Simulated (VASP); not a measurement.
A run of VASP 6.6.1 is set up as follows.

The input INCAR:

```
PREC = Accurate
ENCUT = 600
EDIFF = 1E-6
ISMEAR = -1
SIGMA = 0.1
LREAL = F
LASPH = T
NELM = 100
ALGO = Normal
ISIF = 3
LWAVE = F
LCHARG = F
IBRION = 2
NSW = 60
EDIFFG = -0.005
PSTRESS = 120.0
```

KPOINTS

```
Automatic mesh
0
Gamma
  12 12 4
```

The input POSCAR:

```
Mg
1.0
    2.9258368397      0.0000000000      0.0000000000
   -1.4629184198      2.5338490305      0.0000000000
    0.0000000000      0.0000000000      9.5089697290
Mg
4
Direct
    0.0000000000      0.0000000000      0.0000000000
    0.0000000000      0.0000000000      0.5000000000
    0.3333333333      0.6666666667      0.2500000000
    0.6666666667      0.3333333333      0.7500000000
```

Potentials or basis: VASP PAW LDA potentials, release 64 (Mg).

Run with:

```console
$ cat potpaw_LDA.64/Mg/POTCAR > POTCAR
$ mpirun -np 1 vasp_std > vasp.out
```

Q: What does it give for the space group after relaxing (to 0.1 Å)?

A: P6_3/mmc (No. 194).

Q: Estimate the relaxed cell.

A: a = 2.934 Å, b = 2.934 Å, c = 9.454 Å, α = 90.00°, β = 90.00°, γ = 120.00°.

Step by step:
```
step  energy change (eV)  largest force (eV/Å)  pressure (GPa)  volume (Å³)
   1              0.0000                0.0000           11.98        70.50
   2              0.0006                0.0000           12.00        70.48
   3              0.0016                0.0000           12.02        70.46
```

Caveat: the cell is relaxed towards a set pressure, so the run minimises the enthalpy, not the energy.
